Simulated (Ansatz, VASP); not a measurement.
# Two plane-wave programs on Sb

INCAR

```
SYSTEM = Sb
ALGO = Normal
EDIFF = 1E-6
ENCUT = 500
GGA = PE
GGA_COMPAT = .False.
ISIF = 2
ISMEAR = 0
IVDW = 12
LASPH = .True.
LCHARG = .False.
LREAL = .False.
LWAVE = .False.
NBANDS = 8
NELM = 120
PREC = Accurate
SIGMA = 0.1
```

Contents of KPOINTS:

```
k-points
0
Gamma
  6 6 6
  0 0 0
```

Contents of POSCAR:

```
Sb
1.0
    3.0833436100      0.0000000000      0.0000000000
    0.0000000000      3.0833436100      0.0000000000
    0.0000000000      0.0000000000      3.0833436100
Sb
1
Direct
    0.0000000000      0.0000000000      0.0000000000
```

Input for Ansatz:

```yaml
crystal:
  lattice:
    - [3.08334361, 0.0, 0.0]
    - [0.0, 3.08334361, 0.0]
    - [0.0, 0.0, 3.08334361]
  atoms:
    - { symbol: Sb, position: [0.0, 0.0, 0.0] }
basis:
  ecutwfc: 420
kpoints:
  mp_grid: { grid: [6, 6, 6] }
hamiltonian:
  xc: pbe
  dispersion: d3bj
scf:
  occupations: { method: gaussian, width: 0.1 }
output:
  forces: true
  stress: true
  eigenvalues: true
```

Alike in both runs: task single point; functional PBE; dispersion D3(BJ); k mesh 6 × 6 × 6; occupations gaussian, width 0.1 eV; no spin polarisation.

|  | VASP | Ansatz |
| --- | --- | --- |
| version | VASP 6.6.1 | Ansatz 0.2.0 |
| potentials or method | VASP PAW PBE potentials, release 64 (Sb), cutoff 500 eV | scalar-relativistic, plane waves, PAW |
| valence electrons in the cell | 5 | 15 |

```tsv
	VASP	Ansatz	Ansatz less VASP
gap on the k mesh at the Fermi level (eV)	none	none	-
pressure (GPa)	-1.0	-0.9	+0.03
```

A gap of «none» marks a metal or a gap that the smearing closes. VASP's potentials hold 5 valence electrons a cell and Ansatz's 15, so a difference there can come from the potentials and not from the codes.

Neither program's run includes spin-orbit coupling.
